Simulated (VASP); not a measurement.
# HgTe (rocksalt type) (Fm-3m) in VASP: notebook, part 2 of 2

VASP 6.6.1. The steps go on from the part before.

## 3. Relaxation of cell and atoms, PBE, target pressure 10 GPa, at which the enthalpy is minimised

This run uses another cell than the first one, of 25.05 Å³/atom.

The input, INCAR:

```
PREC     = Accurate       # precision mode
ENCUT    = 600            # plane-wave cutoff, eV
EDIFF    = 1E-6           # SCF threshold, eV
ISMEAR   = -1             # smearing method
SIGMA    = 0.05           # smearing width, eV
LREAL    = F              # projectors in reciprocal space
LASPH    = T              # aspherical terms in the spheres
NELM     = 100            # most SCF steps
ALGO     = Normal         # electronic algorithm
ISIF     = 3              # what is computed and relaxed
LWAVE    = F              # write WAVECAR
LCHARG   = F              # write CHGCAR
GGA      = PE             # functional
IBRION   = 2              # ionic algorithm
NSW      = 32             # ionic steps
EDIFFG   = -0.005         # ionic threshold
PSTRESS  = 100.0
```

The input, KPOINTS:

```
Automatic mesh
0
Gamma
  12 12 12
```

The input, POSCAR:

```
HgTe
1.0
    0.0000000000      2.9261219921      2.9261219921
    2.9261219921      0.0000000000      2.9261219921
    2.9261219921      2.9261219921      0.0000000000
Hg Te
1 1
Direct
    0.0000000000      0.0000000000      0.0000000000
    0.5000000000      0.5000000000      0.5000000000
```

Potentials or basis: VASP PAW PBE potentials, release 64 (Hg, Te).

The run is started by

```
$ cat potpaw_PBE.64/Hg/POTCAR potpaw_PBE.64/Te/POTCAR > POTCAR
$ mpirun -np 1 vasp_std > vasp.out
```

OUTCAR:

```text
PREC = Accurate
   ENCUT = 600
   EDIFF = 1E-6
   ISMEAR = -1
   LREAL = F
   LASPH = T
   NELM = 100
   ISIF = 3
   GGA = PE
   IBRION = 2
   NSW = 32
   EDIFFG = -0.005
   PSTRESS = 100.0

 ion  position               nearest neighbor table
   1  0.000  0.000  0.000-   2 2.93   2 2.93   2 2.93   2 2.93   2 2.93   2 2.93
   2  0.500  0.500  0.500-   1 2.93   1 2.93   1 2.93   1 2.93   1 2.93   1 2.93

  LATTYP: Found a face centered cubic cell.
 ALAT       =     5.8522439842

  Lattice vectors:

 A1 = (   0.0000000000,   2.9261219921,   2.9261219921)
 A2 = (   2.9261219921,   0.0000000000,   2.9261219921)
 A3 = (   2.9261219921,   2.9261219921,   0.0000000000)

Analysis of symmetry for initial positions (statically):
=====================================================================
 Subroutine PRICEL returns:
 Original cell was already a primitive cell.

 Routine SETGRP: Setting up the symmetry group for a
 face centered cubic supercell.

 Subroutine GETGRP returns: Found 48 space group operations
 (whereof 48 operations were pure point group operations)
 out of a pool of 48 trial point group operations.

The static configuration has the point symmetry O_h .

Analysis of symmetry for dynamics (positions and initial velocities):
=====================================================================
 Subroutine PRICEL returns:
 Original cell was already a primitive cell.

 Routine SETGRP: Setting up the symmetry group for a
[... 232 lines left out ...]

 Free energy of the ion-electron system (eV)
  ---------------------------------------------------
  ext. energy  EPLUGINS =         0.00000000
  ---------------------------------------------------
  free energy    TOTEN  =        -3.13504102 eV

  energy without entropy =       -3.12557829  energy(sigma->0) =       -3.13030965

 E-fermi :   5.8297     XC(G=0): -10.4690

 val. band max:        5.8286624552   @ k =   0.4167   0.2500   0.0000
 cond. band min:       5.8686450754   @ k =   0.3333   0.0000   0.0000
 fundamental gap:      0.0399826202
 Fermi energy:         5.8297162643

 k-point     1 :       0.0000    0.0000    0.0000
  band No.  band energies     occupation
      1      -7.1175      2.00000
      2      -1.3699      2.00000
      3      -1.3699      2.00000
      4      -1.3066      2.00000
      5      -1.3066      2.00000
      6      -1.3066      2.00000
      7       4.9603      2.00000
      8       4.9603      2.00000
      9       4.9603      2.00000
     10       5.4593      1.99879
     11      13.5621      0.00000
     12      13.5621      0.00000
     13      13.5621      0.00000
[... 354 lines left out ...]
  band No.  band energies     occupation
      1      -5.5326      2.00000
      2      -1.9191      2.00000
      3      -1.7734      2.00000
      4      -1.5573      2.00000
      5      -1.0722      2.00000
      6      -1.0350      2.00000
      7      -0.0540      2.00000
      8       4.1165      2.00000
      9       5.5879      1.98427
     10       7.7019      0.00000
     11      10.1029      0.00000
     12      10.6919      0.00000
     13      12.8504      0.00000

 [... further k-points ...]

------------------------ aborting loop because EDIFF is reached ----------------------------------------

  FORCE on cell =-STRESS in cart. coord.  units (eV):
  Direction    XX          YY          ZZ          XY          YZ          ZX
  --------------------------------------------------------------------------------------
  -------------------------------------------------------------------------------------
  Total        3.1388997      3.1388997      3.1388997     -0.0000000     -0.0000000     -0.0000000
  in kB      100.1132684    100.1132684    100.1132684     -0.0000000     -0.0000000     -0.0000000
  external PRESSURE =       0.1132684 kB  Pullay stress =     100.0000000 kB
[... 21 lines left out ...]
  energy  without entropy=       -3.1255782868  energy(sigma->0) =       -3.13030965

  enthalpy is  TOTEN    =         0.0003072936 eV   P V=        3.1353483150

 reached required accuracy - stopping structural energy minimisation
```

CONTCAR:

```text
HgTe
   1.00000000000000
     0.0000000000000000    2.9285689975960136    2.9285689975960136
     2.9285689975960136    0.0000000000000000    2.9285689975960136
     2.9285689975960136    2.9285689975960136   -0.0000000000000000
  Hg              Te
     1     1
Direct
     0.0000000000000000    0.0000000000000000    0.0000000000000000
     0.5000000000000000    0.5000000000000000    0.5000000000000000

  0.00000000E+00  0.00000000E+00  0.00000000E+00
  0.00000000E+00  0.00000000E+00  0.00000000E+00
```

Run time: 3 min. Hardware: 1 thread of Intel Xeon 8259CL, shared host; peak memory 0.25 GiB.

What came out:

- Free energy: -3.1350 eV
- Relaxed volume: 25.12 Å³/atom
- Relaxed cell: a = 4.142 Å, b = 4.142 Å, c = 4.142 Å, α = 60.00°, β = 60.00°, γ = 60.00°
- Space group after relaxing (to 0.1 Å): Fm-3m (No. 225)
- Energy change on relaxing (the run minimises the enthalpy): -4.0 meV/atom
- Ionic steps: 3
- Pressure after relaxing: 10.0 GPa
- Band gap on the k mesh: zero (bands 9 and 10 overlap by 3.20 eV)

The path:
```tsv
step	energy change (eV)	largest force (eV/Å)	pressure (GPa)	volume (Å³)
1	0.0000	0.0000	10.25	50.11
2	-0.0178	0.0000	9.78	50.39
3	-0.0080	0.0000	10.01	50.23
```

Final structure:
```
Hg Te
1.0
     0.00000    2.92857    2.92857
     2.92857    0.00000    2.92857
     2.92857    2.92857    0.00000
Hg Te
1 1
Direct
  0.00000 0.00000 0.00000
  0.50000 0.50000 0.50000
```

Caveat: the cell is relaxed towards a set pressure, so the run minimises the enthalpy, not the energy; spin-orbit coupling is left out, which moves the levels of the heavy elements.

The gap in the log of VASP goes by the Fermi energy; the results here count the filled bands.